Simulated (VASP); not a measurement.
## Mn: single point with PBE

The system is Mn.

```
Mn
1.0
     0.00000    1.75118    1.75118
     1.75118    0.00000    1.75118
     1.75118    1.75118    0.00000
Mn
1
Cartesian
  0.0000 0.0000 0.0000
```

```yaml
Program: VASP 6.6.1
Task: single point
Functional: PBE
Potentials_or_basis: VASP PAW PBE potentials, release 64 (Mn_pv)
Cutoff: 500 eV
k_mesh: 17 × 17 × 17
Occupations: fermi-dirac, width 0.05 eV
Spin: collinear spin, ferromagnetic start
Starting_moments: "[3.0] μB"
```

```yaml
Pressure: -0.1 GPa
Net_moment: 0.00 μB per cell
Valence_electrons_inside_the_program's_atomic_spheres: Mn 11.98
```

Levels at points of the mesh, in eV from the Fermi level:
Spin up:
```tsv
k point	band 5	band 6	band 7	band 8	band 9	band 10
(0.00, 0.00, 0.00)	-1.15	-1.15	-1.15	0.54	0.54	21.40
```
Spin down:
```tsv
k point	band 4	band 5	band 6	band 7	band 8	band 9	band 10	band 11
(0.00, 0.00, 0.00)	-8.31	-1.15	-1.15	-1.15	0.54	0.54	21.40	27.22
```

It took 28 s on 1 thread of Intel(R) Xeon(R) 6975P-C (Granite Rapids), on a shared host, peak memory 0.15 GiB.

Caveat: the starting moments collapsed, and a magnetic state may lie lower.
